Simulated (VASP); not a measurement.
Set up this calculation in VASP 6.6.1, as the native input.

- Task: single point
- Functional: r2SCAN
- Potentials or basis: VASP PAW PBE potentials, release 64 (Be)
- Cutoff: 520 eV
- k mesh: 13 × 13 × 7
- Occupations: fermi-dirac, width 0.05 eV
- Spin: no spin polarisation
- Dipole correction: no
- Further INCAR settings: ALGO = Normal; EDIFF = 1e-07; NBANDS = 9

Crystal: Be.

```
Be
1.0
     2.26894    0.00000    0.00000
    -1.13447    1.96496    0.00000
     0.00000    0.00000    3.55073
Be
2
Direct
  0.33333 0.66667 0.25000
  0.66667 0.33333 0.75000
```

These files were run (other wordings do the same):

POSCAR

```
Be
1.0
    2.2689364506      0.0000000000      0.0000000000
   -1.1344682253      1.9649566058      0.0000000000
    0.0000000000      0.0000000000      3.5507335345
Be
2
Direct
    0.3333333333      0.6666666667      0.2500000000
    0.6666666667      0.3333333333      0.7500000000
```

INCAR.step1

```
SYSTEM = Be
PREC = Accurate
ENCUT = 520
ISMEAR = -1
SIGMA = 0.05
LREAL = .False.
LASPH = .True.
NELM = 80
NBANDS = 9
GGA = PE
ALGO = Normal
EDIFF = 1E-4
LWAVE = .True.
LCHARG = .False.
```

INCAR.step2

```
SYSTEM = Be
PREC = Accurate
ENCUT = 520
EDIFF = 1E-7
ISMEAR = -1
SIGMA = 0.05
LREAL = .False.
LASPH = .True.
NELM = 80
ALGO = Normal
ISIF = 2
LWAVE = .False.
LCHARG = .True.
METAGGA = R2SCAN
LMIXTAU = .True.
LELF = .True.
LVHAR = .True.
NBANDS = 9
ISTART = 1
```

KPOINTS

```
regular mesh
0
Gamma
  13 13 7
  0 0 0
```

Potentials or basis: VASP PAW PBE potentials, release 64 (Be).

Command:

```console
$ cat potpaw_PBE.64/Be/POTCAR > POTCAR
$ cp INCAR.step1 INCAR
$ mpirun -np 1 vasp_std > vasp.out
$ cp INCAR.step2 INCAR
$ mpirun -np 1 vasp_std > vasp.out
```

It gave:

- Pressure: 0.2 GPa
- Band gap on the k mesh: zero (band 2 reaches 8.31 eV, above the bottom of band 3 at 6.52 eV)

Caveat: the PAW data sets were made with another functional, which shifts forces and pressure a little.

Wall time 72 s on 1 thread of Oxide Virtual Turin-like Processor (shared host), peak memory 0.1 GiB.
